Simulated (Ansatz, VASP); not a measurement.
**MnSb: VASP beside Ansatz**

```xyz
2
Lattice="0.0000 2.6784 2.6784 2.6784 0.0000 2.6784 2.6784 2.6784 0.0000" Properties=species:S:1:pos:R:3 pbc="T T T"
Mn    0.0000    0.0000    0.0000
Sb    2.6784    2.6784    2.6784
```

Change from the starting cell: volume scaled by 0.88, no spin polarisation, PAW files.

Alike in both runs: task single point; functional PBE; k mesh 12 × 12 × 12; occupations fermi-dirac, width 0.08 eV; no spin polarisation.

|  | VASP | Ansatz |
| --- | --- | --- |
| version | VASP 6.6.1 | Ansatz 0.2.0 |
| potentials or method | VASP PAW PBE potentials, release 64 (Mn_pv, Sb) | PAW with Ansatz's default frozen-core files, scalar-relativistic |
| plane-wave cutoff (eV) | 520 | 420 |
| valence electrons in the cell | 18 | 30 |

|  | VASP | Ansatz | Ansatz less VASP |
| --- | --- | --- | --- |
| pressure (GPa) | -6.0 | -5.8 | +0.14 |

VASP's potentials hold 18 valence electrons a cell and Ansatz's 30, so a difference there can come from the potentials and not from the codes.

Neither program's run includes spin-orbit coupling.
